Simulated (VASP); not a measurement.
# CdS (I-4m2) in VASP: single point with HSE06

Aim: the single point of CdS with HSE06.

Everything below comes from runs of VASP 6.6.1. Logs are shortened: lines on timing, memory, paths and dates and some standing lists are left out, and cuts for length are marked.

### Step 1. The cell of the first run

The structure is tetragonal, space group I-4m2 (No. 119). Conventional cell: a = 3.954 Å, b = 3.954 Å, c = 6.280 Å, α = 90.00°, β = 90.00°, γ = 90.00°. Cd (site symmetry -4m2) has 4 S at 2.52 Å within 3.3 Å. S (site symmetry -4m2) has 4 Cd at 2.52 Å within 3.3 Å.

### Step 2. Single point, HSE06 (epitaxial xy strain -4.9%)

POSCAR

```
CdS
1.0
    0.0000000000      2.7957802499      3.1399941717
    2.7957802499      0.0000000000      3.1399941717
    2.7957802499      2.7957802499      0.0000000000
Cd S
1 1
Direct
    0.0000000000      0.0000000000      0.0000000000
    0.2500000000      0.2500000000      0.2500000000
```

INCAR.step1

```
PREC = Accurate
ENCUT = 520
EDIFF = 1E-5
ISMEAR = 0
SIGMA = 0.01
LREAL = F
LASPH = T
NELM = 60
ALGO = Normal
ISIF = 2
LWAVE = T
LCHARG = F
NBANDS = 16
GGA = PE
KPAR = 4
```

INCAR.step2

```
PREC = Accurate
ENCUT = 520
EDIFF = 1E-7
ISMEAR = 0
SIGMA = 0.01
LREAL = F
LASPH = T
NELM = 60
ALGO = Normal
ISIF = 2
LWAVE = F
LCHARG = F
GGA = PE
LHFCALC = T
HFSCREEN = 0.2079
PRECFOCK = Normal
NBANDS = 16
ISTART = 1
KPAR = 4
```

KPOINTS

```
regular mesh
0
Gamma
  6 6 6
```

Potentials or basis: VASP PAW PBE potentials, release 64 (Cd, S).

On the command line:

```sh
> cat potpaw_PBE.64/Cd/POTCAR potpaw_PBE.64/S/POTCAR > POTCAR
> cp INCAR.step1 INCAR
> mpirun -np 4 vasp_std > vasp.out
> cp INCAR.step2 INCAR
> mpirun -np 4 vasp_std > vasp.out
```

OUTCAR:

```text
PREC = Accurate
   ENCUT = 520
   EDIFF = 1E-7
   ISMEAR = 0
   LREAL = F
   LASPH = T
   NELM = 60
   ISIF = 2
   GGA = PE
   LHFCALC = T
   HFSCREEN = 0.2079
   PRECFOCK = Normal
   ISTART = 1

 ion  position               nearest neighbor table
   1  0.000  0.000  0.000-   2 2.52   2 2.52   2 2.52   2 2.52
   2  0.250  0.250  0.250-   1 2.52   1 2.52   1 2.52   1 2.52

  LATTYP: Found a body centered tetragonal cell.
 ALAT       =     3.9538303468
 C/A-ratio  =     1.5883302500

  Lattice vectors:

 A1 = (  -2.7957802499,   0.0000000000,   3.1399941717)
 A2 = (   2.7957802499,   0.0000000000,   3.1399941717)
 A3 = (   0.0000000000,   2.7957802499,  -3.1399941717)

Analysis of symmetry for initial positions (statically):
=====================================================================
 Subroutine PRICEL returns:
 Original cell was already a primitive cell.

 Routine SETGRP: Setting up the symmetry group for a
 body centered tetragonal supercell.

 Subroutine GETGRP returns: Found  8 space group operations
 (whereof  8 operations were pure point group operations)
 out of a pool of 16 trial point group operations.

The static configuration has the point symmetry D_2d.

Analysis of symmetry for dynamics (positions and initial velocities):
=====================================================================
 Subroutine PRICEL returns:
 Original cell was already a primitive cell.

 Routine SETGRP: Setting up the symmetry group for a
 body centered tetragonal supercell.

 Subroutine GETGRP returns: Found  8 space group operations
 (whereof  8 operations were pure point group operations)
 out of a pool of 16 trial point group operations.

The dynamic configuration has the point symmetry D_2d.

 Subroutine INISYM returns: Found  8 space group operations
 (whereof  8 operations are pure point group operations),
 and found     1 'primitive' translations

----------------------------------------------------------------------------------------

                                     Primitive cell

  volume of cell :      49.0868

  direct lattice vectors                    reciprocal lattice vectors
[... 84 lines left out ...]
   LASPH  =      T    aspherical Exc in radial PAW
   ENCUT  =  520.0 eV  38.22 Ry    6.18 a.u.   7.82  7.82  7.35*2*pi/ulx,y,z
   NELM   =     60;   NELMIN=  2; NELMDL=  0     # of ELM steps
   EDIFF  = 0.1E-06   stopping-criterion for ELM
   LREAL  =      F    real-space projection
   EDIFFG = 0.1E-05   stopping-criterion for IOM
   NSW    =      0    number of steps for IOM
   IBRION =     -1    ionic relax: 0-MD 1-quasi-New 2-CG
   NFREE  =      0    steps in history (QN), initial steepest desc. (CG)
   ISIF   =      2    stress and relaxation
   ISYM   =      3    0-nonsym 1-usesym 2-fastsym
   POTIM  = 0.5000    time-step for ionic-motion
   TEBEG  =    0.0;   TEEND  =   0.0 temperature during run
   PSTRESS=    0.0 pullay stress
   NELECT =      18.0000    total number of electrons
   NUPDOWN=      -1.0000    fix difference up-down
   EMIN   =  10.00;   EMAX   =-10.00  energy-range for DOS
   EFERMI =   0.00;   METHOD = LEGACY
   ISMEAR =     0;   SIGMA  =   0.01  broadening in eV -4-tet -1-fermi 0-gaus
   EFERMI_NEDOS =   21; number of points for ismear=-14 and -15
   IALGO  =     38    algorithm
   IMIX   =      1    mixing-type and parameters
     AMIX     =   0.40;   BMIX     =  1.00
     AMIX_MAG =   1.60;   BMIX_MAG =  1.00
  volume/ion in A,a.u.               =      24.54       165.63
  Fermi-wavevector in a.u.,A,eV,Ry     =   1.171774  2.214333 18.681553  1.373055
  Thomas-Fermi vector in A             =   2.308213
   LORBIT       =      0    0 simple, 1 ext, 2 COOP (PROOUT), +10 PAW based schemes
   GGA     = PE    functional components
   LHFCALC =     T    Hartree Fock is set to
   PRECFOCK=normal    Normal, Fast or Accurate (Low or Medium for compatibility)
   ENCUT4O =  -1.0   cutoff for four orbital integrals eV
   NKREDX  =     1    reduce k-point grid by
   NKREDY  =     1    reduce k-point grid by
   NKREDZ  =     1    reduce k-point grid by
   AEXX    =    0.2500 exact exchange contribution
   HFSCREEN=    0.2079 screening length (either q_TF or 0.3 A-1)
   HFSCREENC=   0.2079 screening length for correlation (either q_TF or 0.3 A-1)
   ENCUTFOCK=  -1.0 apply spherical cutoff to Coloumb kernel
   IVDW    =     0    specifies the selected vdW correction
   LEPSILON=     F    determine dielectric tensor
   LRPA    =     F    only Hartree local field effects (RPA)
 non-spin polarized calculation
 Gauss-broadening in eV      SIGMA  =   0.01
  energy-cutoff  :      520.00
  volume of cell :       49.09
 maximum number of plane-waves:      1340
  NGX = 24; NGY = 24; NGZ = 24

 number of electron      17.9999999 magnetization

 Free energy of the ion-electron system (eV)
  ---------------------------------------------------
  ext. energy  EPLUGINS =         0.00000000
  ---------------------------------------------------
  free energy    TOTEN  =        -7.57217477 eV

  energy without entropy =       -7.57217477  energy(sigma->0) =       -7.57217477

 E-fermi :   0.9352     XC(G=0):  -7.6432

 val. band max:        0.8795155895   @ k =   0.0000   0.0000   0.0000
 cond. band min:       2.8960019215   @ k =   0.0000   0.0000   0.0000
 fundamental gap:      2.0164863320
 Fermi energy:         0.9352301955

 k-point     1 :       0.0000    0.0000    0.0000
  band No.  band energies     occupation
      1     -12.8510      2.00000
      2      -8.1809      2.00000
      3      -8.0994      2.00000
      4      -8.0994      2.00000
      5      -7.6664      2.00000
      6      -7.6293      2.00000
[... 433 lines left out ...]
      3      -7.8548      2.00000
      4      -7.7687      2.00000
      5      -7.5887      2.00000
      6      -7.1003      2.00000
[... 8 lines left out ...]
     15      14.2991      0.00000
     16      15.8548      0.00000

 [... further k-points ...]
[... 5 lines left out ...]
  --------------------------------------------------------------------------------------
  -------------------------------------------------------------------------------------
  Total        1.0132101      1.0132101      0.1321520      0.0000000      0.0000000      0.0000000
  in kB       33.0708385     33.0708385      4.3133964      0.0000000      0.0000000      0.0000000
  external PRESSURE =      23.4850245 kB  Pullay stress =       0.0000000 kB

 VOLUME and BASIS-vectors are now :
 -----------------------------------------------------------------------------
  energy-cutoff  :      520.00
  volume of cell :       49.09
      direct lattice vectors                 reciprocal lattice vectors
     0.000000000  2.795780250  3.139994172    -0.178840951  0.178840951  0.159235964
     2.795780250  0.000000000  3.139994172     0.178840951 -0.178840951  0.159235964
     2.795780250  2.795780250  0.000000000     0.178840951  0.178840951 -0.159235964

 POSITION                                       TOTAL-FORCE (eV/Angst)
 -----------------------------------------------------------------------------------
      0.00000      0.00000      0.00000        -0.000000     -0.000000      0.000000
      1.39789      1.39789      1.57000         0.000000      0.000000      0.000000
 -----------------------------------------------------------------------------------
    total drift:                                0.000002      0.000002      0.000003

  FREE ENERGIE OF THE ION-ELECTRON SYSTEM (eV)
  ---------------------------------------------------
  free  energy   TOTEN  =        -7.5721747734 eV

  energy  without entropy=       -7.5721747734  energy(sigma->0) =       -7.57217477
```

OSZICAR.step1:

```text
N       E                     dE             d eps       ncg     rms          rms(c)
DAV:   1     0.106013567646E+03    0.10601E+03   -0.90308E+03   984   0.103E+03
DAV:   2    -0.252493844902E+01   -0.10854E+03   -0.10172E+03  1200   0.250E+02
DAV:   3    -0.661080988212E+01   -0.40859E+01   -0.40791E+01  1192   0.506E+01
DAV:   4    -0.663601669454E+01   -0.25207E-01   -0.25206E-01  1232   0.387E+00
DAV:   5    -0.663637154883E+01   -0.35485E-03   -0.35485E-03  1200   0.428E-01    0.819E+00
DAV:   6    -0.610125957678E+01    0.53511E+00   -0.84405E-01  1408   0.117E+01    0.655E+00
DAV:   7    -0.608026181815E+01    0.20998E-01   -0.20156E-01  1184   0.310E+00    0.320E+00
DAV:   8    -0.608043598554E+01   -0.17417E-03   -0.18901E-02  1168   0.174E+00    0.319E-01
DAV:   9    -0.608033388786E+01    0.10210E-03   -0.20789E-03  1160   0.681E-01    0.631E-02
DAV:  10    -0.608045551136E+01   -0.12162E-03   -0.24337E-04  1160   0.155E-01    0.668E-02
DAV:  11    -0.608053146002E+01   -0.75949E-04   -0.12305E-04  1088   0.901E-02    0.222E-02
DAV:  12    -0.608052393971E+01    0.75203E-05   -0.23327E-05  1016   0.654E-02
   1 F= -.60805239E+01 E0= -.60805239E+01  d E =-.425444E-44
```

Wall time 52 min (4 MPI ranks of AMD EPYC, shared host); peak memory 0.28 GiB.

What came out:

```yaml
Free_energy: -7.5722 eV
Pressure: 2.3 GPa
Band_gap_on_the_k_mesh: 2.02 eV
```

Stress tensor (GPa, compression positive):
```
3.31 0.00 0.00
0.00 3.31 0.00
0.00 0.00 0.43
```

Levels at points of the mesh, in eV from the valence-band top:
| k point | band 6 | band 7 | band 8 | band 9 | band 10 | band 11 | band 12 | band 13 |
| --- | --- | --- | --- | --- | --- | --- | --- | --- |
| (0.00, 0.00, 0.00) | -8.51 | -0.44 | 0.00 | 0.00 | 2.02 | 7.63 | 7.68 | 7.68 |
| (0.50, 0.00, 0.00) | -8.11 | -4.84 | -1.21 | -0.67 | 3.84 | 7.73 | 8.57 | 8.64 |
| (0.50, 0.50, 0.00) | -8.20 | -4.86 | -1.81 | -1.81 | 4.66 | 6.03 | 9.65 | 12.41 |
| (0.50, 0.00, 0.50) | -7.94 | -4.11 | -2.42 | -2.17 | 4.17 | 5.03 | 10.82 | 11.22 |

Caveat: the cell differs from its parent crystal (epitaxial xy strain -4.9%); the PAW data sets were made with another functional, which shifts forces and pressure a little.
